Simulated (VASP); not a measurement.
# HfC (I4mm) in VASP: single point with PBEsol

Aim: the single point of HfC with PBEsol.

Program: VASP 6.6.1. These are calculated values, not measurements. Logs are shortened: lines on timing, memory, paths and dates and some standing lists are left out, and cuts for length are marked.

## (1) The cell of the first run

It takes space group I4mm (No. 107, tetragonal). The conventional cell has a = 3.288 Å, b = 3.288 Å, c = 4.650 Å, α = 90.00°, β = 90.00°, γ = 90.00°. Hf (site symmetry 4mm) has 1 C at 1.35 Å within 1.8 Å. Within 1.8 Å of C (site symmetry 4mm) lie 1 Hf at 1.35 Å.

## (2) Single point, PBEsol (shortest bond scaled by 0.58)

INCAR

```
SYSTEM = HfC
PREC = Accurate
ENCUT = 520
EDIFF = 1E-6
ISMEAR = -1
SIGMA = 0.05
LREAL = .FALSE.
LASPH = .TRUE.
NELM = 80
ALGO = Normal
ISIF = 2
LWAVE = .FALSE.
LCHARG = .FALSE.
GGA = PS
NBANDS = 14
```

KPOINTS

```
regular mesh
0
G
  11 11 11
  0 0 0
```

POSCAR

```
HfC
1.0
    0.0000000000      2.3250000000      2.3250000000
    2.3250000000      0.0000000000      2.3250000000
    2.3250000000      2.3250000000      0.0000000000
Hf C
1 1
Direct
    0.3950000000      0.3950000000      0.6050000000
    0.1050000000      0.1050000000     -0.1050000000
```

Potentials or basis: VASP PAW PBE potentials, release 64 (Hf_pv, C).

Run with:

```console
> cat potpaw_PBE.64/Hf_pv/POTCAR potpaw_PBE.64/C/POTCAR > POTCAR
> mpirun -np 1 vasp_std > vasp.out
```

OUTCAR:

```text
SYSTEM = HfC
   PREC = Accurate
   ENCUT = 520
   EDIFF = 1E-6
   ISMEAR = -1
   LREAL = .FALSE.
   LASPH = .TRUE.
   NELM = 80
   ISIF = 2
   GGA = PS

 ion  position               nearest neighbor table
   1  0.395  0.395  0.605-   2 1.35   2 2.52   2 2.52   2 2.52   2 2.52
   2  0.105  0.105  0.895-   1 1.35   1 2.52   1 2.52   1 2.52   1 2.52

 -----------------------------------------------------------------------------
|                                                                             |
|           W    W    AA    RRRRR   N    N  II  N    N   GGGG   !!!           |
|           W    W   A  A   R    R  NN   N  II  NN   N  G    G  !!!           |
|           W    W  A    A  R    R  N N  N  II  N N  N  G       !!!           |
|           W WW W  AAAAAA  RRRRR   N  N N  II  N  N N  G  GGG   !            |
|           WW  WW  A    A  R   R   N   NN  II  N   NN  G    G                |
|           W    W  A    A  R    R  N    N  II  N    N   GGGG   !!!           |
|                                                                             |
|     The distance between some ions is very small. Please check the          |
|     nearest-neighbor list in the OUTCAR file.                               |
|     I HOPE YOU KNOW WHAT YOU ARE DOING!                                     |
|                                                                             |
 -----------------------------------------------------------------------------

  LATTYP: Found a face centered cubic cell.
 ALAT       =     4.6500000000

  Lattice vectors:

 A1 = (   0.0000000000,   2.3250000000,   2.3250000000)
 A2 = (   2.3250000000,   0.0000000000,   2.3250000000)
 A3 = (   2.3250000000,   2.3250000000,   0.0000000000)

Analysis of symmetry for initial positions (statically):
=====================================================================
 Subroutine PRICEL returns:
 Original cell was already a primitive cell.

 Routine SETGRP: Setting up the symmetry group for a
 face centered cubic supercell.

 Subroutine GETGRP returns: Found  8 space group operations
 (whereof  8 operations were pure point group operations)
 out of a pool of 48 trial point group operations.

The static configuration has the point symmetry C_4v.

Analysis of symmetry for dynamics (positions and initial velocities):
=====================================================================
 Subroutine PRICEL returns:
 Original cell was already a primitive cell.

 Routine SETGRP: Setting up the symmetry group for a
 face centered cubic supercell.

 Subroutine GETGRP returns: Found  8 space group operations
 (whereof  8 operations were pure point group operations)
 out of a pool of 48 trial point group operations.

The dynamic configuration has the point symmetry C_4v.

 Subroutine INISYM returns: Found  8 space group operations
 (whereof  8 operations are pure point group operations),
 and found     1 'primitive' translations

----------------------------------------------------------------------------------------

                                     Primitive cell

  volume of cell :      25.1362

  direct lattice vectors                    reciprocal lattice vectors
     0.000000000  2.325000000  2.325000000    -0.215053763  0.215053763  0.215053763
     2.325000000  0.000000000  2.325000000     0.215053763 -0.215053763  0.215053763
     2.325000000  2.325000000  0.000000000     0.215053763  0.215053763 -0.215053763

  length of vectors
     3.288046533  3.288046533  3.288046533     0.372484045  0.372484045  0.372484045

  position of ions in fractional coordinates (direct lattice)
     0.395000000  0.395000000  0.605000000
     0.105000000  0.105000000  0.895000000

  ion indices of the primitive-cell ions
   primitive index   ion index
                 1           1
                 2           2

----------------------------------------------------------------------------------------

 KPOINTS: regular mesh

Automatic generation of k-mesh.
 Grid dimensions read from file:
 generate k-points for:   11   11   11

 Generating k-lattice:

  Cartesian coordinates                     Fractional coordinates (reciprocal lattice)
    -0.019550342  0.019550342  0.019550342     0.090909091  0.000000000  0.000000000
     0.019550342 -0.019550342  0.019550342     0.000000000  0.090909091  0.000000000
     0.019550342  0.019550342 -0.019550342     0.000000000  0.000000000  0.090909091

  Length of vectors
     0.033862186  0.033862186  0.033862186

  Shift w.r.t. Gamma in fractional coordinates (k-lattice)
     0.000000000  0.000000000  0.000000000

 Subroutine IBZKPT returns following result:
 ===========================================

 Found    126 irreducible k-points:

 Following reciprocal coordinates:
            Coordinates               Weight
  0.000000  0.000000  0.000000      1.000000
  0.090909  0.000000  0.000000      8.000000
  0.181818  0.000000  0.000000      8.000000
  0.272727  0.000000  0.000000      8.000000
  0.363636  0.000000  0.000000      8.000000
  0.454545  0.000000  0.000000      8.000000
[... 16 lines left out ...]
 -0.181818  0.090909  0.000000      8.000000
  0.000000 -0.181818  0.090909     16.000000
 [... further k-points ...]
   k-points           NKPTS =    126   k-points in BZ     NKDIM =    126   number of bands    NBANDS=     14
   number of dos      NEDOS =    301   number of ions     NIONS =      2
   total plane-waves  NPLWV =  13824
   dimension x,y,z NGX =    24 NGY =   24 NGZ =   24
   dimension x,y,z NGXF=    48 NGYF=   48 NGZF=   48
   ions per type =               1   1
   NGX,Y,Z   is equivalent  to a cutoff of  12.13, 12.13, 12.13 a.u.
   NGXF,Y,Z  is equivalent  to a cutoff of  24.27, 24.27, 24.27 a.u.
 SYSTEM =  HfC
   PREC   = accura    normal or accurate (medium, high low for compatibility)
   ISTART =      0    job   : 0-new  1-cont  2-samecut
   ICHARG =      2    charge: 1-file 2-atom 10-const
   ISPIN  =      1    spin polarized calculation?
   LNONCOLLINEAR =      F non collinear calculations
   LSORBIT =      F    spin-orbit coupling
   LASPH  =      T    aspherical Exc in radial PAW
   ENCUT  =  520.0 eV  38.22 Ry    6.18 a.u.   6.11  6.11  6.11*2*pi/ulx,y,z
   NELM   =     80;   NELMIN=  2; NELMDL= -5     # of ELM steps
   EDIFF  = 0.1E-05   stopping-criterion for ELM
   LREAL  =      F    real-space projection
   EDIFFG = 0.1E-04   stopping-criterion for IOM
   NSW    =      0    number of steps for IOM
   IBRION =     -1    ionic relax: 0-MD 1-quasi-New 2-CG
   NFREE  =      0    steps in history (QN), initial steepest desc. (CG)
   ISIF   =      2    stress and relaxation
   ISYM   =      2    0-nonsym 1-usesym 2-fastsym
   POTIM  = 0.5000    time-step for ionic-motion
   TEBEG  =    0.0;   TEEND  =   0.0 temperature during run
   PSTRESS=    0.0 pullay stress
   NELECT =      14.0000    total number of electrons
   NUPDOWN=      -1.0000    fix difference up-down
   EMIN   =  10.00;   EMAX   =-10.00  energy-range for DOS
   EFERMI =   0.00;   METHOD = LEGACY
   ISMEAR =    -1;   SIGMA  =   0.05  broadening in eV -4-tet -1-fermi 0-gaus
   EFERMI_NEDOS =   21; number of points for ismear=-14 and -15
   IALGO  =     38    algorithm
   IMIX   =      4    mixing-type and parameters
     AMIX     =   0.40;   BMIX     =  1.00
     AMIX_MAG =   1.60;   BMIX_MAG =  1.00
  volume/ion in A,a.u.               =      12.57        84.81
  Fermi-wavevector in a.u.,A,eV,Ry     =   1.346949  2.545365 24.684672  1.814272
  Thomas-Fermi vector in A             =   2.474740
   LORBIT       =      0    0 simple, 1 ext, 2 COOP (PROOUT), +10 PAW based schemes
   GGA     = PS    functional components
   LHFCALC =     F    Hartree Fock is set to
   AEXX    =    0.0000 exact exchange contribution
   IVDW    =     0    specifies the selected vdW correction
   LEPSILON=     F    determine dielectric tensor
   LRPA    =     F    only Hartree local field effects (RPA)
 non-spin polarized calculation
  energy-cutoff  :      520.00
  volume of cell :       25.14
 maximum number of plane-waves:       690
   NGX = 13   NGY = 13   NGZ = 13

 number of electron      14.0000001 magnetization

 Free energy of the ion-electron system (eV)
  ---------------------------------------------------
  ext. energy  EPLUGINS =         0.00000000
  ---------------------------------------------------
  free energy    TOTEN  =        -8.63908224 eV

  energy without entropy =       -8.63525387  energy(sigma->0) =       -8.63716805

 E-fermi :   5.6888     XC(G=0): -12.0450

 val. band max:        5.6552200089   @ k =   0.3636   0.0909  -0.4545
 cond. band min:       5.7291094449   @ k =   0.0000   0.4545   0.3636
 fundamental gap:      0.0738894361
 Fermi energy:         5.6888071884

 k-point     1 :       0.0000    0.0000    0.0000
  band No.  band energies     occupation
      1     -26.6402      2.00000
      2     -23.6379      2.00000
      3     -23.6379      2.00000
      4      -5.4585      2.00000
      5       1.0665      2.00000
      6       1.0665      2.00000
      7       4.5001      2.00000
      8       7.3229      0.00000
      9       9.3626      0.00000
     10      10.6209      0.00000
     11      14.7692      0.00000
     12      14.7692      0.00000
     13      15.4796      0.00000
     14      18.9002      0.00000

 k-point     2 :       0.0909    0.0000    0.0000
  band No.  band energies     occupation
      1     -26.6626      2.00000
      2     -23.6797      2.00000
      3     -23.6478      2.00000
      4      -5.2499      2.00000
      5       1.0044      2.00000
      6       1.1516      2.00000
      7       4.4138      2.00000
      8       7.2967      0.00000
      9       9.1588      0.00000
     10      10.5833      0.00000
[... 362 lines left out ...]
 k-point    24 :       0.0000   -0.1818    0.0909
  band No.  band energies     occupation
      1     -26.7782      2.00000
      2     -23.8163      2.00000
      3     -23.7220      2.00000
      4      -4.2647      2.00000
      5       0.8997      2.00000
      6       1.4208      2.00000
      7       3.8786      2.00000
      8       7.1678      0.00000
      9       8.9401      0.00000
     10      10.7860      0.00000
     11      15.0312      0.00000
     12      16.1568      0.00000
     13      18.6038      0.00000
     14      19.5169      0.00000

 [... further k-points ...]

------------------------ aborting loop because EDIFF is reached ----------------------------------------

  FORCE on cell =-STRESS in cart. coord.  units (eV):
  Direction    XX          YY          ZZ          XY          YZ          ZX
  --------------------------------------------------------------------------------------
  -------------------------------------------------------------------------------------
  Total       -1.2846037     -1.2846037     68.5437522      0.0000000      0.0000000      0.0000000
  in kB      -81.8805745    -81.8805745   4368.9753065      0.0000000      0.0000000      0.0000000
  external PRESSURE =    1401.7380525 kB  Pullay stress =       0.0000000 kB

 VOLUME and BASIS-vectors are now :
 -----------------------------------------------------------------------------
  energy-cutoff  :      520.00
  volume of cell :       25.14
      direct lattice vectors                 reciprocal lattice vectors
     0.000000000  2.325000000  2.325000000    -0.215053763  0.215053763  0.215053763
     2.325000000  0.000000000  2.325000000     0.215053763 -0.215053763  0.215053763
     2.325000000  2.325000000  0.000000000     0.215053763  0.215053763 -0.215053763

 POSITION                                       TOTAL-FORCE (eV/Angst)
 -----------------------------------------------------------------------------------
      2.32500      2.32500      1.83675         0.000000      0.000000     53.190465
      2.32500      2.32500      0.48825         0.000000      0.000000    -53.190465
 -----------------------------------------------------------------------------------
    total drift:                                0.000001      0.000001     -0.000120

  FREE ENERGIE OF THE ION-ELECTRON SYSTEM (eV)
  ---------------------------------------------------
  free  energy   TOTEN  =        -8.6390822353 eV

  energy  without entropy=       -8.6352538683  energy(sigma->0) =       -8.63716805
```

Run time: 53 s. Hardware: 1 thread of Intel Xeon 8259CL, shared host; peak memory 0.18 GiB.

Results:

```
Free energy            : -8.6391 eV
Pressure               : 140.2 GPa
Largest force          : 53.190 eV/Å
Band gap on the k mesh : zero (bands 7 and 8 overlap by 1.91 eV)
```

Forces on the atoms (eV/Å):
```
Hf    0.000   0.000  53.190
C     0.000   0.000 -53.190
```

Stress tensor (GPa, compression positive):
```
 -8.19   0.00   0.00
  0.00  -8.19   0.00
  0.00   0.00 436.90
```

Levels at points of the mesh, in eV from the Fermi level:
```
           k point  band 4  band 5  band 6  band 7  band 8  band 9  band 10  band 11
(0.00, 0.00, 0.00)  -11.15   -4.62   -4.62   -1.19    1.63    3.67     4.93     9.08
```

Caveat: the cell differs from its parent crystal (shortest bond scaled by 0.58); atoms lie so close that the PAW spheres overlap strongly, which falsifies energies and pressures; the cell stands under pressure; the PAW data sets were made with another functional, which shifts forces and pressure a little; spin-orbit coupling is left out, which moves the levels of the heavy elements.
